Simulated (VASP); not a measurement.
Input of a VASP 6.6.1 run:

The input INCAR:

```
SYSTEM = KYSe2
PREC = Accurate
ENCUT = 520
EDIFF = 1E-7
ISMEAR = -1
SIGMA = 0.02
LREAL = .False.
LASPH = .True.
NELM = 60
ALGO = Normal
ISIF = 2
LWAVE = .False.
LCHARG = .True.
GGA = PE
LELF = .True.
LVHAR = .True.
NBANDS = 24
```

The input KPOINTS:

```
Automatic mesh
0
Gamma
  6 6 4
  0 0 0
```

Contents of POSCAR:

```
KYSe2
1.0
    4.3197464731      0.0000000000      0.0000000000
    0.0000000000      4.3197464731      0.0000000000
    0.0000000000      0.0000000000      5.7779046755
K Se Y
1 2 1
Direct
    0.0000000000      0.0000000000      0.0000000000
    0.0000000000      0.0000000000      0.5000000000
    0.5000000000      0.5000000000      0.0000000000
    0.5000000000      0.5000000000      0.5000000000
```

Potentials or basis: VASP PAW PBE potentials, release 64 (K_sv, Se, Y_sv).

The run is started by

```bash
$ cat potpaw_PBE.64/K_sv/POTCAR potpaw_PBE.64/Se/POTCAR potpaw_PBE.64/Y_sv/POTCAR > POTCAR
$ mpirun -np 1 vasp_std > vasp.out
```

Problem. Estimate the band gap on the k mesh.

Solution. 0.28 eV.

Problem. Estimate the pressure.

Solution. 1.7 GPa.

Stress tensor (GPa, compression positive):
```
0.86 0.00 0.00
0.00 0.86 0.00
0.00 0.00 3.51
```

Caveat: the cell differs from its parent crystal (uniaxial z strain -1.5%). A k mesh can miss the band edges.
